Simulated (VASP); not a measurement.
Here is a VASP 6.6.1 calculation.

Contents of INCAR:

```
PREC     = Accurate       # precision mode
ENCUT    = 520            # plane-wave cutoff, eV
EDIFF    = 1E-6           # SCF threshold, eV
ISMEAR   = -1             # smearing method
SIGMA    = 0.2482         # smearing width, eV
LREAL    = Auto         
LASPH    = T              # aspherical terms in the spheres
NELM     = 100            # most SCF steps
ALGO     = Normal         # electronic algorithm
ISIF     = 2              # what is computed and relaxed
LWAVE    = F              # write WAVECAR
LCHARG   = F              # write CHGCAR
GGA      = PE             # functional
ISYM     = 0            
NBANDS   = 56             # bands
```

Contents of KPOINTS:

```
Automatic mesh
0
Gamma
  1 1 1
  0.25 0.25 0.25
```

The input POSCAR:

```
Al7C6N7
1.0
    5.8984000000      0.2046430000     -0.2479320000
    0.2046430000      6.1394710000      0.1573230000
   -0.2479320000      0.1573230000      6.0818960000
C Al N
6 7 7
Direct
   -0.1342685579      0.3672610241      0.1605913554
    0.8398615601      0.4328554611      0.6921343996
    0.5124917418      0.9741416267      0.9992237979
    0.3704032673      0.1460253099      0.5432162410
   -0.0143836304      0.9339488986      0.2623731473
    0.9759567420      0.9670663055      0.7873594245
    0.3625782008      1.0255865794      0.2680145108
    0.4471401863      0.7499506763      0.7243471231
    0.6318099387      0.2673390157      0.9493804770
    0.8102095031      0.2498482870      0.4450270081
    0.6539932358      0.6119433345      0.1866383591
    0.2102405561      0.6432924506      0.1653566032
    0.1842145361      1.2872544978      0.8298349625
    0.8986164154      0.7486323373      0.2860479166
    1.1304231303      0.8923586374      0.7016510196
    0.4540771887      0.6812067890      0.4252903650
    0.0867361943      0.3716281700      0.1383438683
    0.5594660371      0.1986066605      0.5762625895
    0.8416674032      0.6243142990      0.7313560252
    0.4313386018      0.5176001288     -0.0216395944
```

Potentials or basis: VASP PAW PBE potentials, release 64 (C, Al, N).

Launch:

```sh
$ cat potpaw_PBE.64/C/POTCAR potpaw_PBE.64/Al/POTCAR potpaw_PBE.64/N/POTCAR > POTCAR
$ mpirun -np 1 vasp_std > vasp.out
```

**Question.** Predict the band gap on the k mesh.

**Answer.** 0.50 eV.

**Question.** Predict the largest force.

**Answer.** 6.042 eV/Å.

Stress tensor (GPa, compression positive):
```
20.04 10.02  1.69
10.02  5.95 -1.11
 1.69 -1.11 -1.05
```

Caveat: the k points lie up to 1.07 Å⁻¹ apart.
